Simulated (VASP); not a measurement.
# Si (P6_3/mmc) in VASP: notebook, part 2 of 2

VASP 6.6.1. Earlier steps stand in the parts before.

### Step 3. Single point, PBE

This run uses another cell than the first one, of the same volume but with other edges.

Input file INCAR:

```
SYSTEM = Si
PREC = Accurate
ENCUT = 520
EDIFF = 1E-7
ISMEAR = 0
SIGMA = 0.05
LREAL = .False.
LASPH = .True.
NELM = 80
ALGO = Normal
ISIF = 2
LWAVE = .False.
LCHARG = .False.
GGA = PE
NBANDS = 16
```

Input file KPOINTS:

```
Automatic mesh
0
Gamma
  12 12 6
  0 0 0
```

Input file POSCAR:

```
Si
1.0
    3.8850721999      0.0000000000      0.0000000000
   -1.9425361000      3.3645712207      0.0000000000
    0.0000000000      0.0000000000      6.2538007202
Si
4
Direct
    0.3333333333      0.6666666667      0.0817861204
    0.6666666667      0.3333333333      0.5817861204
    0.3333333333      0.6666666667      0.4182138796
    0.6666666667      0.3333333333      0.9182138796
```

Potentials or basis: VASP PAW PBE potentials, release 64 (Si).

On the command line:

```
$ cat potpaw_PBE.64/Si/POTCAR > POTCAR
$ mpirun -np 1 vasp_std > vasp.out
```

OUTCAR:

```text
SYSTEM = Si
   PREC = Accurate
   ENCUT = 520
   EDIFF = 1E-7
   ISMEAR = 0
   LREAL = .False.
   LASPH = .True.
   NELM = 80
   ISIF = 2
   GGA = PE

 ion  position               nearest neighbor table
   1  0.333  0.667  0.082-   3 2.10   4 2.47   4 2.47   4 2.47
   2  0.667  0.333  0.582-   4 2.10   3 2.47   3 2.47   3 2.47
   3  0.333  0.667  0.418-   1 2.10   2 2.47   2 2.47   2 2.47
   4  0.667  0.333  0.918-   2 2.10   1 2.47   1 2.47   1 2.47

  LATTYP: Found a hexagonal cell.
 ALAT       =     3.8850721999
 C/A-ratio  =     1.6097000000

  Lattice vectors:

 A1 = (   3.8850721999,   0.0000000000,   0.0000000000)
 A2 = (  -1.9425361000,   3.3645712207,   0.0000000000)
 A3 = (   0.0000000000,   0.0000000000,   6.2538007202)

Analysis of symmetry for initial positions (statically):
=====================================================================
 Subroutine PRICEL returns:
 Original cell was already a primitive cell.

 Routine SETGRP: Setting up the symmetry group for a
 hexagonal supercell.

 Subroutine GETGRP returns: Found 24 space group operations
 (whereof 12 operations were pure point group operations)
 out of a pool of 24 trial point group operations.

The static configuration has the point symmetry D_3d.
 The point group associated with its full space group is D_6h.

Analysis of symmetry for dynamics (positions and initial velocities):
=====================================================================
 Subroutine PRICEL returns:
 Original cell was already a primitive cell.

 Routine SETGRP: Setting up the symmetry group for a
 hexagonal supercell.

 Subroutine GETGRP returns: Found 24 space group operations
 (whereof 12 operations were pure point group operations)
 out of a pool of 24 trial point group operations.

The dynamic configuration has the point symmetry D_3d.
 The point group associated with its full space group is D_6h.

 Subroutine INISYM returns: Found 24 space group operations
 (whereof 12 operations are pure point group operations),
 and found     1 'primitive' translations

----------------------------------------------------------------------------------------

                                     Primitive cell

  volume of cell :      81.7472

  direct lattice vectors                    reciprocal lattice vectors
     3.885072200  0.000000000  0.000000000     0.257395474  0.148607346  0.000000000
    -1.942536100  3.364571221  0.000000000     0.000000000  0.297214692  0.000000000
     0.000000000  0.000000000  6.253800720     0.000000000  0.000000000  0.159902761

  length of vectors
     3.885072200  3.885072200  6.253800720     0.297214692  0.297214692  0.159902761

  position of ions in fractional coordinates (direct lattice)
     0.333333333  0.666666667  0.081786120
     0.666666667  0.333333333  0.581786120
     0.333333333  0.666666667  0.418213880
     0.666666667  0.333333333  0.918213880

  ion indices of the primitive-cell ions
   primitive index   ion index
                 1           1
                 2           2
                 3           3
                 4           4

----------------------------------------------------------------------------------------

 KPOINTS: Automatic mesh

Automatic generation of k-mesh.
 Grid dimensions read from file:
 generate k-points for:   12   12    6

 Generating k-lattice:

  Cartesian coordinates                     Fractional coordinates (reciprocal lattice)
     0.021449623  0.012383946  0.000000000     0.083333333  0.000000000  0.000000000
     0.000000000  0.024767891  0.000000000     0.000000000  0.083333333  0.000000000
     0.000000000  0.000000000  0.026650460     0.000000000  0.000000000  0.166666667

  Length of vectors
     0.024767891  0.024767891  0.026650460

  Shift w.r.t. Gamma in fractional coordinates (k-lattice)
     0.000000000  0.000000000  0.000000000

 Subroutine IBZKPT returns following result:
 ===========================================

 Found     76 irreducible k-points:

 Following reciprocal coordinates:
            Coordinates               Weight
  0.000000  0.000000  0.000000      1.000000
  0.083333  0.000000  0.000000      6.000000
  0.166667  0.000000  0.000000      6.000000
  0.250000  0.000000  0.000000      6.000000
  0.333333  0.000000  0.000000      6.000000
  0.416667  0.000000  0.000000      6.000000
[... 16 lines left out ...]
  0.250000  0.000000  0.166667     12.000000
  0.333333  0.000000  0.166667     12.000000
 [... further k-points ...]
   k-points           NKPTS =     76   k-points in BZ     NKDIM =     76   number of bands    NBANDS=     16
   number of dos      NEDOS =    301   number of ions     NIONS =      4
   total plane-waves  NPLWV =  43200
   dimension x,y,z NGX =    30 NGY =   30 NGZ =   48
   dimension x,y,z NGXF=    60 NGYF=   60 NGZF=   96
   ions per type =               4
   NGX,Y,Z   is equivalent  to a cutoff of  12.84, 12.84, 12.76 a.u.
   NGXF,Y,Z  is equivalent  to a cutoff of  25.67, 25.67, 25.52 a.u.
 SYSTEM =  Si
   PREC   = accura    normal or accurate (medium, high low for compatibility)
   ISTART =      0    job   : 0-new  1-cont  2-samecut
   ICHARG =      2    charge: 1-file 2-atom 10-const
   ISPIN  =      1    spin polarized calculation?
   LNONCOLLINEAR =      F non collinear calculations
   LSORBIT =      F    spin-orbit coupling
   LASPH  =      T    aspherical Exc in radial PAW
   ENCUT  =  520.0 eV  38.22 Ry    6.18 a.u.   7.22  7.22 11.63*2*pi/ulx,y,z
   NELM   =     80;   NELMIN=  2; NELMDL= -5     # of ELM steps
   EDIFF  = 0.1E-06   stopping-criterion for ELM
   LREAL  =      F    real-space projection
   EDIFFG = 0.1E-05   stopping-criterion for IOM
   NSW    =      0    number of steps for IOM
   IBRION =     -1    ionic relax: 0-MD 1-quasi-New 2-CG
   NFREE  =      0    steps in history (QN), initial steepest desc. (CG)
   ISIF   =      2    stress and relaxation
   ISYM   =      2    0-nonsym 1-usesym 2-fastsym
   POTIM  = 0.5000    time-step for ionic-motion
   TEBEG  =    0.0;   TEEND  =   0.0 temperature during run
   PSTRESS=    0.0 pullay stress
   NELECT =      16.0000    total number of electrons
   NUPDOWN=      -1.0000    fix difference up-down
   EMIN   =  10.00;   EMAX   =-10.00  energy-range for DOS
   EFERMI =   0.00;   METHOD = LEGACY
   ISMEAR =     0;   SIGMA  =   0.05  broadening in eV -4-tet -1-fermi 0-gaus
   EFERMI_NEDOS =   21; number of points for ismear=-14 and -15
   IALGO  =     38    algorithm
   IMIX   =      4    mixing-type and parameters
     AMIX     =   0.40;   BMIX     =  1.00
     AMIX_MAG =   1.60;   BMIX_MAG =  1.00
  volume/ion in A,a.u.               =      20.44       137.91
  Fermi-wavevector in a.u.,A,eV,Ry     =   0.950511  1.796206 12.292475  0.903471
  Thomas-Fermi vector in A             =   2.078895
   LORBIT       =      0    0 simple, 1 ext, 2 COOP (PROOUT), +10 PAW based schemes
   GGA     = PE    functional components
   LHFCALC =     F    Hartree Fock is set to
   AEXX    =    0.0000 exact exchange contribution
   IVDW    =     0    specifies the selected vdW correction
   LEPSILON=     F    determine dielectric tensor
   LRPA    =     F    only Hartree local field effects (RPA)
 non-spin polarized calculation
 Gauss-broadening in eV      SIGMA  =   0.05
  energy-cutoff  :      520.00
  volume of cell :       81.75
 maximum number of plane-waves:      2226
 NGX is ok and might be reduce to    30

 number of electron      16.0000000 magnetization

 Free energy of the ion-electron system (eV)
  ---------------------------------------------------
  ext. energy  EPLUGINS =         0.00000000
  ---------------------------------------------------
  free energy    TOTEN  =       -20.53558803 eV

  energy without entropy =      -20.53514863  energy(sigma->0) =      -20.53536833

 E-fermi :   6.1323     XC(G=0):  -9.3347

 val. band max:        6.1036084954   @ k =   0.3333   0.2500   0.0000
 cond. band min:       6.1609389425   @ k =   0.0000   0.0000   0.1667
 fundamental gap:      0.0573304471
 Fermi energy:         6.1323341310

 k-point     1 :       0.0000    0.0000    0.0000
  band No.  band energies     occupation
      1      -6.3127      2.00000
      2      -3.3312      2.00000
      3      -2.4106      2.00000
      4       4.3671      2.00000
      5       4.3789      2.00000
      6       4.3789      2.00000
[... 433 lines left out ...]
      3      -1.4595      2.00000
      4       1.2163      2.00000
      5       1.5118      2.00000
      6       3.2604      2.00000
[... 8 lines left out ...]
     15      12.8597      0.00000
     16      13.1040      0.00000

 [... further k-points ...]
[... 5 lines left out ...]
  --------------------------------------------------------------------------------------
  -------------------------------------------------------------------------------------
  Total       -3.0625107     -3.0625107     11.2993731      0.0000000      0.0000000      0.0000000
  in kB      -60.0226746    -60.0226746    221.4583573      0.0000000      0.0000000      0.0000000
  external PRESSURE =      33.8043360 kB  Pullay stress =       0.0000000 kB

 VOLUME and BASIS-vectors are now :
 -----------------------------------------------------------------------------
  energy-cutoff  :      520.00
  volume of cell :       81.75
      direct lattice vectors                 reciprocal lattice vectors
     3.885072200  0.000000000  0.000000000     0.257395474  0.148607346  0.000000000
    -1.942536100  3.364571221  0.000000000     0.000000000  0.297214692  0.000000000
     0.000000000  0.000000000  6.253800720     0.000000000  0.000000000  0.159902761

 POSITION                                       TOTAL-FORCE (eV/Angst)
 -----------------------------------------------------------------------------------
     -0.00000      2.24305      0.51147        -0.000000      0.000000     -4.739241
      1.94254      1.12152      3.63837        -0.000000      0.000000     -4.739241
     -0.00000      2.24305      2.61543         0.000000      0.000000      4.739241
      1.94254      1.12152      5.74233        -0.000000     -0.000000      4.739241
 -----------------------------------------------------------------------------------
    total drift:                               -0.000000      0.000000      0.000000

  FREE ENERGIE OF THE ION-ELECTRON SYSTEM (eV)
  ---------------------------------------------------
  free  energy   TOTEN  =       -20.5355880269 eV

  energy  without entropy=      -20.5351486253  energy(sigma->0) =      -20.53536833
```

Wall time 2.2 min (1 thread of Intel Xeon 8259CL, shared host); peak memory 0.23 GiB.

What came out:

| Property | Result |
| --- | --- |
| Free energy | -20.5356 eV |
| Pressure | 3.4 GPa |
| Largest force | 4.739 eV/Å |
| Band gap on the k mesh | zero (bands 8 and 9 overlap by 0.62 eV) |

Forces in eV/Å, atoms in the order of the input:
```
Si   0.000  0.000 -4.739
Si   0.000  0.000 -4.739
Si   0.000  0.000  4.739
Si   0.000  0.000  4.739
```

Levels at points of the mesh, in eV from the Fermi level:
| k point | band 4 | band 5 | band 6 | band 7 | band 8 | band 9 | band 10 | band 11 | band 12 | band 13 |
| --- | --- | --- | --- | --- | --- | --- | --- | --- | --- | --- |
| (0.00, 0.00, 0.00) | -1.77 | -1.75 | -1.75 | 0.41 | 0.41 | 0.85 | 1.16 | 1.16 | 2.71 | 3.39 |
| (0.50, 0.00, 0.00) | -5.61 | -5.38 | -3.90 | -3.22 | -1.01 | 0.34 | 1.69 | 1.75 | 2.40 | 5.22 |
| (0.00, 0.00, 0.50) | -5.06 | -1.05 | -1.05 | -1.05 | -1.05 | 1.76 | 1.76 | 2.72 | 2.72 | 2.72 |
| (0.50, 0.00, 0.50) | -7.20 | -3.05 | -3.05 | -2.46 | -2.46 | 0.41 | 0.41 | 1.88 | 1.88 | 4.68 |

Caveat: the cell stands under pressure; semilocal functionals underestimate gaps, so a narrow gap can read as zero; forces of over 1 eV/Å act on the atoms, so gaps and moduli don't describe the material at rest.
